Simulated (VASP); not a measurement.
# Au (Im-3m) in VASP: further runs

Runs on Au. Level: PBEsol. Tasks: single point.

Program: VASP 6.6.1. These are calculated values, not measurements. Logs are shortened: lines on timing, memory, paths and dates and some standing lists are left out, and cuts for length are marked.

## Step 1: The cell of the first run

It takes space group Im-3m (No. 229, cubic). Conventional cell: a = 3.114 Å, b = 3.114 Å, c = 3.114 Å, α = 90.00°, β = 90.00°, γ = 90.00°. Au (site symmetry m-3m) has 14 Au at 2.70 to 3.11 Å within 3.6 Å.

## Step 2: Single point, PBEsol

Input file INCAR:

```
PREC = Accurate
ENCUT = 520
EDIFF = 1E-7
ISMEAR = -1
SIGMA = 0.05
LREAL = False
LASPH = True
NELM = 100
ALGO = Normal
ISIF = 2
LWAVE = False
LCHARG = True
GGA = PS
LELF = True
LVHAR = True
NBANDS = 12
```

Input file KPOINTS:

```
Automatic mesh
0
Gamma
  11 11 11
```

Input file POSCAR:

```
Au
1.0
   -1.5572035486      1.5572035486      1.5572035486
    1.5572035486     -1.5572035486      1.5572035486
    1.5572035486      1.5572035486     -1.5572035486
Au
1
Direct
    0.0000000000      0.0000000000      0.0000000000
```

Potentials or basis: VASP PAW PBE potentials, release 64 (Au).

On the command line:

```console
$ cat potpaw_PBE.64/Au/POTCAR > POTCAR
$ mpirun -np 1 vasp_std > vasp.out
```

OUTCAR:

```text
PREC = Accurate
   ENCUT = 520
   EDIFF = 1E-7
   ISMEAR = -1
   LREAL = False
   LASPH = True
   NELM = 100
   ISIF = 2
   GGA = PS

 ion  position               nearest neighbor table
   1  0.000  0.000  0.000-

  LATTYP: Found a body centered cubic cell.
 ALAT       =     3.1144070972

  Lattice vectors:

 A1 = (  -1.5572035486,   1.5572035486,   1.5572035486)
 A2 = (   1.5572035486,  -1.5572035486,   1.5572035486)
 A3 = (   1.5572035486,   1.5572035486,  -1.5572035486)

Analysis of symmetry for initial positions (statically):
=====================================================================
 Subroutine PRICEL returns:
 Original cell was already a primitive cell.

 Routine SETGRP: Setting up the symmetry group for a
 body centered cubic supercell.

 Subroutine GETGRP returns: Found 48 space group operations
 (whereof 48 operations were pure point group operations)
 out of a pool of 48 trial point group operations.

The static configuration has the point symmetry O_h .

Analysis of symmetry for dynamics (positions and initial velocities):
=====================================================================
 Subroutine PRICEL returns:
 Original cell was already a primitive cell.

 Routine SETGRP: Setting up the symmetry group for a
 body centered cubic supercell.

 Subroutine GETGRP returns: Found 48 space group operations
 (whereof 48 operations were pure point group operations)
 out of a pool of 48 trial point group operations.

The dynamic configuration has the point symmetry O_h .

 Subroutine INISYM returns: Found 48 space group operations
 (whereof 48 operations are pure point group operations),
 and found     1 'primitive' translations

----------------------------------------------------------------------------------------

                                     Primitive cell

  volume of cell :      15.1041

  direct lattice vectors                    reciprocal lattice vectors
    -1.557203549  1.557203549  1.557203549     0.000000000  0.321088403  0.321088403
     1.557203549 -1.557203549  1.557203549     0.321088403  0.000000000  0.321088403
     1.557203549  1.557203549 -1.557203549     0.321088403  0.321088403  0.000000000

  length of vectors
     2.697155664  2.697155664  2.697155664     0.454087574  0.454087574  0.454087574

  position of ions in fractional coordinates (direct lattice)
     0.000000000  0.000000000  0.000000000

  ion indices of the primitive-cell ions
   primitive index   ion index
                 1           1

----------------------------------------------------------------------------------------

 KPOINTS: Automatic mesh

Automatic generation of k-mesh.
 Grid dimensions read from file:
 generate k-points for:   11   11   11

 Generating k-lattice:

  Cartesian coordinates                     Fractional coordinates (reciprocal lattice)
     0.000000000  0.029189855  0.029189855     0.090909091  0.000000000  0.000000000
     0.029189855  0.000000000  0.029189855     0.000000000  0.090909091  0.000000000
     0.029189855  0.029189855  0.000000000     0.000000000  0.000000000  0.090909091

  Length of vectors
     0.041280689  0.041280689  0.041280689

  Shift w.r.t. Gamma in fractional coordinates (k-lattice)
     0.000000000  0.000000000  0.000000000

 Subroutine IBZKPT returns following result:
 ===========================================

 Found     56 irreducible k-points:

 Following reciprocal coordinates:
            Coordinates               Weight
  0.000000  0.000000  0.000000      1.000000
  0.090909  0.000000  0.000000     12.000000
  0.181818  0.000000  0.000000     12.000000
  0.272727  0.000000  0.000000     12.000000
  0.363636  0.000000  0.000000     12.000000
  0.454545  0.000000  0.000000     12.000000
[... 16 lines left out ...]
  0.272727  0.181818  0.090909     48.000000
  0.363636  0.181818  0.090909     24.000000
 [... further k-points ...]
   k-points           NKPTS =     56   k-points in BZ     NKDIM =     56   number of bands    NBANDS=     12
   number of dos      NEDOS =    301   number of ions     NIONS =      1
   total plane-waves  NPLWV =   8000
   dimension x,y,z NGX =    20 NGY =   20 NGZ =   20
   dimension x,y,z NGXF=    40 NGYF=   40 NGZF=   40
   ions per type =               1
   NGX,Y,Z   is equivalent  to a cutoff of  12.33, 12.33, 12.33 a.u.
   NGXF,Y,Z  is equivalent  to a cutoff of  24.66, 24.66, 24.66 a.u.
 SYSTEM =  unknown system
   PREC   = accura    normal or accurate (medium, high low for compatibility)
   ISTART =      0    job   : 0-new  1-cont  2-samecut
   ICHARG =      2    charge: 1-file 2-atom 10-const
   ISPIN  =      1    spin polarized calculation?
   LNONCOLLINEAR =      F non collinear calculations
   LSORBIT =      F    spin-orbit coupling
   LASPH  =      T    aspherical Exc in radial PAW
   ENCUT  =  520.0 eV  38.22 Ry    6.18 a.u.   5.01  5.01  5.01*2*pi/ulx,y,z
   NELM   =    100;   NELMIN=  2; NELMDL= -5     # of ELM steps
   EDIFF  = 0.1E-06   stopping-criterion for ELM
   LREAL  =      F    real-space projection
   EDIFFG = 0.1E-05   stopping-criterion for IOM
   NSW    =      0    number of steps for IOM
   IBRION =     -1    ionic relax: 0-MD 1-quasi-New 2-CG
   NFREE  =      0    steps in history (QN), initial steepest desc. (CG)
   ISIF   =      2    stress and relaxation
   ISYM   =      2    0-nonsym 1-usesym 2-fastsym
   POTIM  = 0.5000    time-step for ionic-motion
   TEBEG  =    0.0;   TEEND  =   0.0 temperature during run
   PSTRESS=    0.0 pullay stress
   NELECT =      11.0000    total number of electrons
   NUPDOWN=      -1.0000    fix difference up-down
   EMIN   =  10.00;   EMAX   =-10.00  energy-range for DOS
   EFERMI =   0.00;   METHOD = LEGACY
   ISMEAR =    -1;   SIGMA  =   0.05  broadening in eV -4-tet -1-fermi 0-gaus
   EFERMI_NEDOS =   21; number of points for ismear=-14 and -15
   IALGO  =     38    algorithm
   IMIX   =      4    mixing-type and parameters
     AMIX     =   0.40;   BMIX     =  1.00
     AMIX_MAG =   1.60;   BMIX_MAG =  1.00
  volume/ion in A,a.u.               =      15.10       101.93
  Fermi-wavevector in a.u.,A,eV,Ry     =   1.472901  2.783380 29.517004  2.169439
  Thomas-Fermi vector in A             =   2.587860
   LORBIT       =      0    0 simple, 1 ext, 2 COOP (PROOUT), +10 PAW based schemes
   GGA     = PS    functional components
   LHFCALC =     F    Hartree Fock is set to
   AEXX    =    0.0000 exact exchange contribution
   IVDW    =     0    specifies the selected vdW correction
   LEPSILON=     F    determine dielectric tensor
   LRPA    =     F    only Hartree local field effects (RPA)
 non-spin polarized calculation
  energy-cutoff  :      520.00
  volume of cell :       15.10
 maximum number of plane-waves:       417
   NGX =  9   NGY =  9   NGZ =  9

 number of electron      11.0000000 magnetization

 Free energy of the ion-electron system (eV)
  ---------------------------------------------------
  ext. energy  EPLUGINS =         0.00000000
  ---------------------------------------------------
  free energy    TOTEN  =        -3.73669876 eV

  energy without entropy =       -3.73318919  energy(sigma->0) =       -3.73494397

 E-fermi :  11.2792     XC(G=0): -13.6112

 val. band max:       11.2487053479   @ k =  -0.3636   0.3636   0.2727
 cond. band min:      11.3395561898   @ k =  -0.3636   0.4545   0.0909
 fundamental gap:      0.0908508419
 Fermi energy:        11.2791934552

 k-point     1 :       0.0000    0.0000    0.0000
  band No.  band energies     occupation
      1       0.1695      2.00000
      2       5.8467      2.00000
      3       5.8467      2.00000
      4       5.8467      2.00000
      5       8.2082      2.00000
      6       8.2082      2.00000
      7      27.8750      0.00000
      8      27.8750      0.00000
      9      27.8750      0.00000
     10      37.8175      0.00000
     11      37.8175      0.00000
     12      38.0647      0.00000

 k-point     2 :       0.0909    0.0000    0.0000
  band No.  band energies     occupation
      1       0.5082      2.00000
      2       5.7253      2.00000
      3       5.8500      2.00000
      4       6.1068      2.00000
      5       8.0632      2.00000
      6       8.2173      2.00000
      7      27.9828      0.00000
      8      27.9959      0.00000
      9      28.3526      0.00000
     10      34.7531      0.00000
     11      35.1052      0.00000
     12      37.0096      0.00000

 k-point     3 :       0.1818    0.0000    0.0000
  band No.  band energies     occupation
      1       1.4335      2.00000
      2       5.4136      2.00000
      3       5.8490      2.00000
      4       6.8522      2.00000
      5       7.8362      2.00000
      6       8.2526      2.00000
      7      27.0143      0.00000
      8      27.6406      0.00000
      9      29.6938      0.00000
     10      32.9112      0.00000
     11      33.3641      0.00000
     12      34.2969      0.00000
[... 286 lines left out ...]
 k-point    23 :       0.2727    0.1818    0.0909
  band No.  band energies     occupation
      1       4.1058      2.00000
      2       4.7591      2.00000
      3       6.0854      2.00000
      4       8.2458      2.00000
      5       8.5123      2.00000
      6      12.9808      0.00000
      7      17.6233      0.00000
      8      21.7324      0.00000
      9      23.9482      0.00000
     10      33.5836      0.00000
     11      36.6173      0.00000
     12      38.8535      0.00000

 k-point    24 :       0.3636    0.1818    0.0909
  band No.  band energies     occupation
      1       4.0475      2.00000
      2       4.6968      2.00000
      3       6.6641      2.00000
      4       8.3066      2.00000
      5       8.5597      2.00000
      6      14.9889      0.00000
      7      15.1665      0.00000
      8      21.0796      0.00000
      9      23.6639      0.00000
     10      34.4716      0.00000
     11      35.9541      0.00000
     12      38.9029      0.00000

 [... further k-points ...]
[... 5 lines left out ...]
  --------------------------------------------------------------------------------------
  -------------------------------------------------------------------------------------
  Total        2.7941991      2.7941991      2.7941991      0.0000000      0.0000000     -0.0000000
  in kB      296.3956226    296.3956226    296.3956226      0.0000000      0.0000000     -0.0000000
  external PRESSURE =     296.3956226 kB  Pullay stress =       0.0000000 kB

 VOLUME and BASIS-vectors are now :
 -----------------------------------------------------------------------------
  energy-cutoff  :      520.00
  volume of cell :       15.10
      direct lattice vectors                 reciprocal lattice vectors
    -1.557203549  1.557203549  1.557203549     0.000000000  0.321088403  0.321088403
     1.557203549 -1.557203549  1.557203549     0.321088403  0.000000000  0.321088403
     1.557203549  1.557203549 -1.557203549     0.321088403  0.321088403  0.000000000

 POSITION                                       TOTAL-FORCE (eV/Angst)
 -----------------------------------------------------------------------------------
      0.00000      0.00000      0.00000        -0.000000     -0.000000      0.000000
 -----------------------------------------------------------------------------------
    total drift:                                0.000000     -0.000000      0.000000

  FREE ENERGIE OF THE ION-ELECTRON SYSTEM (eV)
  ---------------------------------------------------
  free  energy   TOTEN  =        -3.7366987575 eV

  energy  without entropy=       -3.7331891923  energy(sigma->0) =       -3.73494397
```

Wall time 4.7 s (1 thread of Intel Xeon 6975P-C, shared host); peak memory 0.13 GiB.

What came out:

```yaml
Free_energy: -3.7367 eV
Pressure: 29.6 GPa
```

Levels at points of the mesh, in eV from the Fermi level:
```
           k point  band 2  band 3  band 4  band 5  band 6  band 7  band 8  band 9  band 10  band 11
(0.00, 0.00, 0.00)   -5.43   -5.43   -5.43   -3.07   -3.07   16.60   16.60   16.60    26.54    26.54
```

Caveat: the PAW data sets were made with another functional, which shifts forces and pressure a little; spin-orbit coupling is left out, which moves the levels of the heavy elements.

## Step 3: Single point, PBEsol

This run uses another cell than the first one, of 17.08 Å³/atom, 1.131 times its volume.

Input file INCAR:

```
SYSTEM = Au
PREC     = Accurate       ! precision mode
ENCUT    = 520            ! plane-wave cutoff, eV
EDIFF    = 1E-6           ! SCF threshold, eV
ISMEAR   = -1             ! smearing method
SIGMA    = 0.05           ! smearing width, eV
LREAL    = .False.        ! projectors in reciprocal space
LASPH    = .True.         ! aspherical terms in the spheres
NELM     = 80             ! most SCF steps
ALGO     = Normal         ! electronic algorithm
ISIF     = 2              ! what is computed and relaxed
LWAVE    = .False.        ! write WAVECAR
LCHARG   = .False.        ! write CHGCAR
GGA      = PS             ! functional
NBANDS   = 12             ! bands
```

Input file KPOINTS:

```
Automatic mesh
0
Gamma
  11 11 11
  0 0 0
```

Input file POSCAR:

```
Au
1.0
   -1.6224610355      1.6224610355      1.6224610355
    1.6224610355     -1.6224610355      1.6224610355
    1.6224610355      1.6224610355     -1.6224610355
Au
1
Direct
    0.0000000000      0.0000000000      0.0000000000
```

Potentials or basis: VASP PAW PBE potentials, release 64 (Au).

On the command line:

```console
$ cat potpaw_PBE.64/Au/POTCAR > POTCAR
$ mpirun -np 1 vasp_std > vasp.out
```

It took 5.5 s on 1 thread of Intel Xeon 6975P-C, shared host; peak memory 0.14 GiB.

The run converged. Its results:

| Quantity | Value |
| --- | --- |
| Free energy | -3.8959 eV |
| Pressure | -0.2 GPa |

Levels at points of the mesh, in eV from the Fermi level:
```tsv
k point	band 3	band 4	band 5	band 6	band 7	band 8	band 9	band 10
(0.00, 0.00, 0.00)	-4.69	-4.69	-2.74	-2.74	16.65	16.65	16.65	24.43
```

Caveat: the PAW data sets were made with another functional, which shifts forces and pressure a little; spin-orbit coupling is left out, which moves the levels of the heavy elements.
